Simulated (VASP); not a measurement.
# TiO2 (P4_2/mnm) in VASP: further runs

The runs below take TiO2 through single point, with PBEsol.

Program: VASP 6.6.1. These are calculated values, not measurements. Logs are shortened: lines on timing, memory, paths and dates and some standing lists are left out, and cuts for length are marked.

## 1. The cell of the first run

Symmetry: P4_2/mnm, No. 136, tetragonal system. Conventional cell: a = 4.637 Å, b = 4.637 Å, c = 2.921 Å, α = 90.00°, β = 90.00°, γ = 90.00°. Ti (site symmetry mmm) has 6 O at 1.94 to 2.00 Å within 2.6 Å. Within 2.6 Å of O (site symmetry m2m) lie 3 Ti at 1.94 to 2.00 Å and 1 O at 2.56 Å.

## 2. Single point, PBEsol (in-plane strain +0.01, then relaxed in part)

The input, INCAR:

```
  PREC = Accurate
  ENCUT = 520
  EDIFF = 1E-7
  ISMEAR = 0
  SIGMA = 0.01
  LREAL = False
  LASPH = True
  NELM = 60
  ALGO = Normal
  ISIF = 2
  LWAVE = False
  LCHARG = True
  GGA = PS
  LELF = True
  LVHAR = True
  NBANDS = 33
```

The input, KPOINTS:

```
regular mesh
0
Gamma
  6 6 8
```

The input, POSCAR:

```
TiO2
1.0
    4.6371703345      0.0000000000      0.0000000000
    0.0000000000      4.6371703345      0.0000000000
    0.0000000000      0.0000000000      2.9210007633
Ti O
2 4
Direct
    0.0000000000      0.0000000000      0.0000000000
    0.5000000000      0.5000000000      0.5000000000
    0.3049564546      0.3049564546      0.0000000000
    0.1950435454      0.8049564546      0.5000000000
    0.6950435454      0.6950435454      0.0000000000
    0.8049564546      0.1950435454      0.5000000000
```

Potentials or basis: VASP PAW PBE potentials, release 64 (Ti_sv, O).

Started as:

```bash
$ cat potpaw_PBE.64/Ti_sv/POTCAR potpaw_PBE.64/O/POTCAR > POTCAR
$ mpirun -np 1 vasp_std > vasp.out
```

OUTCAR:

```text
PREC = Accurate
   ENCUT = 520
   EDIFF = 1E-7
   ISMEAR = 0
   LREAL = False
   LASPH = True
   NELM = 60
   ISIF = 2
   GGA = PS

 ion  position               nearest neighbor table
   1  0.000  0.000  0.000-   4 1.94   6 1.94   4 1.94   6 1.94   5 2.00   3 2.00
   2  0.500  0.500  0.500-   3 1.94   5 1.94   3 1.94   5 1.94   4 2.00   6 2.00
   3  0.305  0.305  0.000-   2 1.94   2 1.94   1 2.00
   4  0.195  0.805  0.500-   1 1.94   1 1.94   2 2.00
   5  0.695  0.695  0.000-   2 1.94   2 1.94   1 2.00
   6  0.805  0.195  0.500-   1 1.94   1 1.94   2 2.00

  LATTYP: Found a simple tetragonal cell.
 ALAT       =     4.6371703345
 C/A-ratio  =     0.6299101721

  Lattice vectors:

 A1 = (   4.6371703345,   0.0000000000,   0.0000000000)
 A2 = (   0.0000000000,   4.6371703345,   0.0000000000)
 A3 = (   0.0000000000,   0.0000000000,   2.9210007633)

Analysis of symmetry for initial positions (statically):
=====================================================================
 Subroutine PRICEL returns:
 Original cell was already a primitive cell.

 Routine SETGRP: Setting up the symmetry group for a
 simple tetragonal supercell.

 Subroutine GETGRP returns: Found 16 space group operations
 (whereof  8 operations were pure point group operations)
 out of a pool of 16 trial point group operations.

The static configuration has the point symmetry D_2h.
 The point group associated with its full space group is D_4h.

Analysis of symmetry for dynamics (positions and initial velocities):
=====================================================================
 Subroutine PRICEL returns:
 Original cell was already a primitive cell.

 Routine SETGRP: Setting up the symmetry group for a
 simple tetragonal supercell.

 Subroutine GETGRP returns: Found 16 space group operations
 (whereof  8 operations were pure point group operations)
 out of a pool of 16 trial point group operations.

The dynamic configuration has the point symmetry D_2h.
 The point group associated with its full space group is D_4h.

 Subroutine INISYM returns: Found 16 space group operations
 (whereof  8 operations are pure point group operations),
 and found     1 'primitive' translations

----------------------------------------------------------------------------------------

                                     Primitive cell

  volume of cell :      62.8113

  direct lattice vectors                    reciprocal lattice vectors
     4.637170335  0.000000000  0.000000000     0.215648753  0.000000000  0.000000000
     0.000000000  4.637170335  0.000000000     0.000000000  0.215648753  0.000000000
     0.000000000  0.000000000  2.921000763     0.000000000  0.000000000  0.342348421

  length of vectors
     4.637170335  4.637170335  2.921000763     0.215648753  0.215648753  0.342348421

  position of ions in fractional coordinates (direct lattice)
     0.000000000  0.000000000  0.000000000
     0.500000000  0.500000000  0.500000000
     0.304956455  0.304956455  0.000000000
     0.195043545  0.804956455  0.500000000
     0.695043545  0.695043545  0.000000000
     0.804956455  0.195043545  0.500000000

  ion indices of the primitive-cell ions
   primitive index   ion index
                 1           1
                 2           2
                 3           3
                 4           4
                 5           5
                 6           6

----------------------------------------------------------------------------------------

 KPOINTS: regular mesh

Automatic generation of k-mesh.
 Grid dimensions read from file:
 generate k-points for:    6    6    8

 Generating k-lattice:

  Cartesian coordinates                     Fractional coordinates (reciprocal lattice)
     0.035941459  0.000000000  0.000000000     0.166666667  0.000000000  0.000000000
     0.000000000  0.035941459  0.000000000     0.000000000  0.166666667  0.000000000
     0.000000000  0.000000000  0.042793553     0.000000000  0.000000000  0.125000000

  Length of vectors
     0.035941459  0.035941459  0.042793553

  Shift w.r.t. Gamma in fractional coordinates (k-lattice)
     0.000000000  0.000000000  0.000000000

 Subroutine IBZKPT returns following result:
 ===========================================

 Found     50 irreducible k-points:

 Following reciprocal coordinates:
            Coordinates               Weight
  0.000000  0.000000  0.000000      1.000000
  0.166667  0.000000  0.000000      4.000000
  0.333333  0.000000  0.000000      4.000000
  0.500000  0.000000  0.000000      2.000000
  0.166667  0.166667  0.000000      4.000000
  0.333333  0.166667  0.000000      8.000000
[... 16 lines left out ...]
  0.333333  0.000000  0.250000      8.000000
  0.500000  0.000000  0.250000      4.000000
 [... further k-points ...]
   k-points           NKPTS =     50   k-points in BZ     NKDIM =     50   number of bands    NBANDS=     33
   number of dos      NEDOS =    301   number of ions     NIONS =      6
   total plane-waves  NPLWV =  31104
   dimension x,y,z NGX =    36 NGY =   36 NGZ =   24
   dimension x,y,z NGXF=    72 NGYF=   72 NGZF=   48
   ions per type =               2   4
   NGX,Y,Z   is equivalent  to a cutoff of  12.91, 12.91, 13.66 a.u.
   NGXF,Y,Z  is equivalent  to a cutoff of  25.81, 25.81, 27.32 a.u.
 SYSTEM =  unknown system
   PREC   = accura    normal or accurate (medium, high low for compatibility)
   ISTART =      0    job   : 0-new  1-cont  2-samecut
   ICHARG =      2    charge: 1-file 2-atom 10-const
   ISPIN  =      1    spin polarized calculation?
   LNONCOLLINEAR =      F non collinear calculations
   LSORBIT =      F    spin-orbit coupling
   LASPH  =      T    aspherical Exc in radial PAW
   ENCUT  =  520.0 eV  38.22 Ry    6.18 a.u.   8.62  8.62  5.43*2*pi/ulx,y,z
   NELM   =     60;   NELMIN=  2; NELMDL= -5     # of ELM steps
   EDIFF  = 0.1E-06   stopping-criterion for ELM
   LREAL  =      F    real-space projection
   EDIFFG = 0.1E-05   stopping-criterion for IOM
   NSW    =      0    number of steps for IOM
   IBRION =     -1    ionic relax: 0-MD 1-quasi-New 2-CG
   NFREE  =      0    steps in history (QN), initial steepest desc. (CG)
   ISIF   =      2    stress and relaxation
   ISYM   =      2    0-nonsym 1-usesym 2-fastsym
   POTIM  = 0.5000    time-step for ionic-motion
   TEBEG  =    0.0;   TEEND  =   0.0 temperature during run
   PSTRESS=    0.0 pullay stress
   NELECT =      48.0000    total number of electrons
   NUPDOWN=      -1.0000    fix difference up-down
   EMIN   =  10.00;   EMAX   =-10.00  energy-range for DOS
   EFERMI =   0.00;   METHOD = LEGACY
   ISMEAR =     0;   SIGMA  =   0.01  broadening in eV -4-tet -1-fermi 0-gaus
   EFERMI_NEDOS =   21; number of points for ismear=-14 and -15
   IALGO  =     38    algorithm
   IMIX   =      4    mixing-type and parameters
     AMIX     =   0.40;   BMIX     =  1.00
     AMIX_MAG =   1.60;   BMIX_MAG =  1.00
  volume/ion in A,a.u.               =      10.47        70.65
  Fermi-wavevector in a.u.,A,eV,Ry     =   1.496727  2.828404 30.479667  2.240192
  Thomas-Fermi vector in A             =   2.608707
   LORBIT       =      0    0 simple, 1 ext, 2 COOP (PROOUT), +10 PAW based schemes
   GGA     = PS    functional components
   LHFCALC =     F    Hartree Fock is set to
   AEXX    =    0.0000 exact exchange contribution
   IVDW    =     0    specifies the selected vdW correction
   LEPSILON=     F    determine dielectric tensor
   LRPA    =     F    only Hartree local field effects (RPA)
 non-spin polarized calculation
 Gauss-broadening in eV      SIGMA  =   0.01
  energy-cutoff  :      520.00
  volume of cell :       62.81
 maximum number of plane-waves:      1708
 NGX is ok and might be reduce to    36
   NGX = 17   NGY = 17   NGZ = 11

 number of electron      48.0000023 magnetization

 Free energy of the ion-electron system (eV)
  ---------------------------------------------------
  ext. energy  EPLUGINS =         0.00000000
  ---------------------------------------------------
  free energy    TOTEN  =       -56.08775265 eV

  energy without entropy =      -56.08775265  energy(sigma->0) =      -56.08775265

 E-fermi :   4.7872     XC(G=0): -11.6608

 val. band max:        4.5853266664   @ k =   0.0000   0.0000   0.0000
 cond. band min:       6.4475205267   @ k =   0.0000   0.0000   0.0000
 fundamental gap:      1.8621938603
 Fermi energy:         4.7872229880

 k-point     1 :       0.0000    0.0000    0.0000
  band No.  band energies     occupation
      1     -51.9997      2.00000
      2     -51.9832      2.00000
      3     -28.4186      2.00000
      4     -28.4186      2.00000
      5     -28.2531      2.00000
      6     -28.2531      2.00000
[... 25 lines left out ...]
     32      11.3170      0.00000
     33      11.3173      0.00000

 k-point     2 :       0.1667    0.0000    0.0000
  band No.  band energies     occupation
      1     -51.9986      2.00000
      2     -51.9843      2.00000
      3     -28.4101      2.00000
      4     -28.4093      2.00000
      5     -28.2634      2.00000
      6     -28.2626      2.00000
[... 25 lines left out ...]
     32      11.2295      0.00000
     33      11.2472      0.00000

 k-point     3 :       0.3333    0.0000    0.0000
  band No.  band energies     occupation
      1     -51.9956      2.00000
      2     -51.9873      2.00000
      3     -28.3877      2.00000
      4     -28.3858      2.00000
      5     -28.2890      2.00000
      6     -28.2869      2.00000
[... 25 lines left out ...]
     32      11.0553      0.00000
     33      11.0891      0.00000

 k-point     4 :       0.5000    0.0000    0.0000
  band No.  band energies     occupation
      1     -51.9914      2.00000
      2     -51.9914      2.00000
      3     -28.3690      2.00000
      4     -28.3690      2.00000
      5     -28.3066      2.00000
      6     -28.3066      2.00000
[... 25 lines left out ...]
     32      10.6484      0.00000
     33      10.9830      0.00000

 k-point     5 :       0.1667    0.1667    0.0000
  band No.  band energies     occupation
      1     -51.9976      2.00000
      2     -51.9853      2.00000
      3     -28.4216      2.00000
      4     -28.3845      2.00000
      5     -28.2896      2.00000
      6     -28.2512      2.00000
[... 604 lines left out ...]
 k-point    22 :       0.1667    0.0000    0.2500
  band No.  band energies     occupation
      1     -51.9727      2.00000
      2     -51.9626      2.00000
      3     -28.4543      2.00000
      4     -28.4363      2.00000
      5     -28.3442      2.00000
      6     -28.3418      2.00000
[... 25 lines left out ...]
     32      10.4172      0.00000
     33      10.7854      0.00000

 k-point    23 :       0.3333    0.0000    0.2500
  band No.  band energies     occupation
      1     -51.9705      2.00000
      2     -51.9647      2.00000
      3     -28.4575      2.00000
      4     -28.4461      2.00000
      5     -28.3251      2.00000
      6     -28.3198      2.00000
[... 25 lines left out ...]
     32       9.9622      0.00000
     33      10.9082      0.00000

 k-point    24 :       0.5000    0.0000    0.2500
  band No.  band energies     occupation
      1     -51.9676      2.00000
      2     -51.9676      2.00000
      3     -28.4547      2.00000
      4     -28.4547      2.00000
      5     -28.3074      2.00000
      6     -28.3074      2.00000
[... 25 lines left out ...]
     32       9.7825      0.00000
     33      11.2875      0.00000

 [... further k-points ...]
[... 5 lines left out ...]
  --------------------------------------------------------------------------------------
  -------------------------------------------------------------------------------------
  Total       -1.1845136     -1.1845136      0.3271127     -0.0000000      0.0000000      0.0000000
  in kB      -30.2143237    -30.2143237      8.3439226     -0.0000000      0.0000000      0.0000000
  external PRESSURE =     -17.3615749 kB  Pullay stress =       0.0000000 kB

 VOLUME and BASIS-vectors are now :
 -----------------------------------------------------------------------------
  energy-cutoff  :      520.00
  volume of cell :       62.81
      direct lattice vectors                 reciprocal lattice vectors
     4.637170335  0.000000000  0.000000000     0.215648753  0.000000000  0.000000000
     0.000000000  4.637170335  0.000000000     0.000000000  0.215648753  0.000000000
     0.000000000  0.000000000  2.921000763     0.000000000  0.000000000  0.342348421

 POSITION                                       TOTAL-FORCE (eV/Angst)
 -----------------------------------------------------------------------------------
      0.00000      0.00000      0.00000         0.000000      0.000000     -0.000000
      2.31859      2.31859      1.46050         0.000000      0.000000     -0.000000
      1.41414      1.41414      0.00000        -0.021710     -0.021710     -0.000000
      0.90445      3.73272      1.46050         0.021710     -0.021710     -0.000000
      3.22304      3.22304      0.00000         0.021710      0.021710      0.000000
      3.73272      0.90445      1.46050        -0.021710      0.021710      0.000000
 -----------------------------------------------------------------------------------
    total drift:                                0.000000      0.000000      0.000000

  FREE ENERGIE OF THE ION-ELECTRON SYSTEM (eV)
  ---------------------------------------------------
  free  energy   TOTEN  =       -56.0877526547 eV

  energy  without entropy=      -56.0877526547  energy(sigma->0) =      -56.08775265
```

Wall time 1.8 min (1 thread of Intel Xeon Platinum 8259CL at 2.50GHz (Skylake/Cascade Lake), shared host); peak memory 0.22 GiB.

Results:

* Free energy: -56.0878 eV
* Pressure: -1.7 GPa
* Largest force: 0.031 eV/Å
* Band gap on the k mesh: 1.86 eV

Forces in eV/Å, atoms in the order of the input:
```
Ti   0.000  0.000  0.000
Ti   0.000  0.000  0.000
O   -0.022 -0.022  0.000
O    0.022 -0.022  0.000
O    0.022  0.022  0.000
O   -0.022  0.022  0.000
```

Caveat: the cell differs from its parent crystal (in-plane strain +0.01, then relaxed in part); the PAW data sets were made with another functional, which shifts forces and pressure a little. A k mesh can miss the band edges.

## 3. Single point, PBEsol (in-plane strain +0.01)

The input, INCAR:

```
SYSTEM = TiO2
PREC = Accurate
ENCUT = 520
EDIFF = 1E-6
ISMEAR = 0
SIGMA = 0.01
LREAL = .FALSE.
LASPH = .TRUE.
NELM = 100
ALGO = Normal
ISIF = 2
LWAVE = .FALSE.
LCHARG = .FALSE.
GGA = PS
NBANDS = 33
```

The input, KPOINTS:

```
regular mesh
0
G
  6 6 8
  0 0 0
```

The input, POSCAR:

```
TiO2
1.0
    4.6371703345      0.0000000000      0.0000000000
    0.0000000000      4.6371703345      0.0000000000
    0.0000000000      0.0000000000      2.9213559164
Ti O
2 4
Direct
    0.0000000000      0.0000000000      0.0000000000
    0.5000000000      0.5000000000      0.5000000000
    0.3044381815      0.3044381815      0.0000000000
    0.1955618185      0.8044381815      0.5000000000
    0.6955618185      0.6955618185      0.0000000000
    0.8044381815      0.1955618185      0.5000000000
```

Potentials or basis: VASP PAW PBE potentials, release 64 (Ti_sv, O).

Started as:

```bash
$ cat potpaw_PBE.64/Ti_sv/POTCAR potpaw_PBE.64/O/POTCAR > POTCAR
$ mpirun -np 1 vasp_std > vasp.out
```

Wall time 97 s (1 thread of Intel Xeon Platinum 8259CL at 2.50GHz (Skylake/Cascade Lake), shared host); peak memory 0.22 GiB.

It converged, with:

```yaml
Free_energy: -56.0877 eV
Pressure: -2.0 GPa
Largest_force: 0.038 eV/Å
Band_gap_on_the_k_mesh: 1.84 eV
```

Forces on the atoms (eV/Å):
```
Ti   0.000  0.000  0.000
Ti   0.000  0.000  0.000
O    0.027  0.027  0.000
O   -0.027  0.027  0.000
O   -0.027 -0.027  0.000
O    0.027 -0.027  0.000
```

Stress tensor (GPa, compression positive):
```
-3.26  0.00  0.00
 0.00 -3.26  0.00
 0.00  0.00  0.53
```

Levels at points of the mesh, in eV from the valence-band top:
```csv
k point,band 20,band 21,band 22,band 23,band 24,band 25,band 26,band 27,band 28,band 29
"(0.00, 0.00, 0.00)",-1.82,-0.61,-0.44,-0.44,0.00,1.84,2.09,2.48,2.56,2.56
"(0.50, 0.00, 0.00)",-3.04,-1.50,-1.50,-0.72,-0.72,2.50,2.50,3.06,3.06,3.63
"(0.50, 0.50, 0.00)",-2.21,-1.18,-1.18,-1.07,-1.07,1.86,1.86,2.58,2.58,3.91
"(0.00, 0.00, 0.50)",-2.83,-2.29,-2.29,-1.42,-1.42,2.96,2.96,3.35,3.35,3.66
"(0.50, 0.00, 0.50)",-2.34,-2.04,-2.04,-1.01,-1.01,1.90,1.90,3.36,3.36,3.92
"(0.50, 0.50, 0.50)",-2.81,-1.24,-1.24,-0.67,-0.67,2.60,2.60,3.20,3.20,3.38
```

Caveat: the cell differs from its parent crystal (in-plane strain +0.01); the PAW data sets were made with another functional, which shifts forces and pressure a little. A k mesh can miss the band edges.

## 4. Single point, PBEsol (in-plane strain +0.02, then relaxed in part)

The input, INCAR:

```
SYSTEM = TiO2
ALGO = Normal
EDIFF = 1E-6
ENCUT = 520
GGA = PS
ISIF = 2
ISMEAR = 0
LASPH = .True.
LCHARG = .True.
LELF = .True.
LREAL = .False.
LVHAR = .True.
LWAVE = .False.
NBANDS = 33
NELM = 80
PREC = Accurate
SIGMA = 0.01
```

The input, KPOINTS:

```
k-points
0
Gamma
  6 6 8
  0 0 0
```

The input, POSCAR:

```
TiO2
1.0
    4.6830829121      0.0000000000      0.0000000000
    0.0000000000      4.6830829121      0.0000000000
    0.0000000000      0.0000000000      2.9045559456
Ti O
2 4
Direct
    0.0000000000      0.0000000000      0.0000000000
    0.5000000000      0.5000000000      0.5000000000
    0.3056347319      0.3056347319      0.0000000000
    0.1943652681      0.8056347319      0.5000000000
    0.6943652681      0.6943652681      0.0000000000
    0.8056347319      0.1943652681      0.5000000000
```

Started as:

```bash
$ cat potpaw_PBE.64/Ti_sv/POTCAR potpaw_PBE.64/O/POTCAR > POTCAR
$ mpirun -np 1 vasp_std > vasp.out
```

Run time: 98 s. Hardware: 1 thread of Intel Xeon Platinum 8259CL at 2.50GHz (Skylake/Cascade Lake), shared host; peak memory 0.22 GiB.

The run converged. Its results:

| Quantity | Value |
| --- | --- |
| Free energy | -56.0504 eV |
| Pressure | -3.9 GPa |
| Largest force | 0.035 eV/Å |
| Band gap on the k mesh | 1.90 eV |

Forces in eV/Å, atoms in the order of the input:
```
Ti   0.000  0.000  0.000
Ti   0.000  0.000  0.000
O   -0.025 -0.025  0.000
O    0.025 -0.025  0.000
O    0.025  0.025  0.000
O   -0.025  0.025  0.000
```

Stress tensor (GPa, compression positive):
```
-6.29  0.00  0.00
 0.00 -6.29  0.00
 0.00  0.00  0.85
```

Levels at points of the mesh, in eV from the valence-band top:
```tsv
k point	band 22	band 23	band 24	band 25	band 26	band 27
(0.00, 0.00, 0.00)	-0.38	-0.38	0.00	1.90	2.15	2.62
(0.50, 0.00, 0.00)	-1.32	-0.67	-0.67	2.56	2.56	3.10
(0.50, 0.50, 0.00)	-1.04	-0.99	-0.99	1.92	1.92	2.67
(0.00, 0.00, 0.50)	-2.11	-1.38	-1.38	2.96	2.96	3.48
(0.50, 0.00, 0.50)	-1.98	-0.92	-0.92	1.96	1.96	3.49
(0.50, 0.50, 0.50)	-1.12	-0.64	-0.64	2.62	2.62	3.25
```

Caveat: the cell differs from its parent crystal (in-plane strain +0.02, then relaxed in part); the cell stands under tension; the PAW data sets were made with another functional, which shifts forces and pressure a little. A k mesh can miss the band edges.
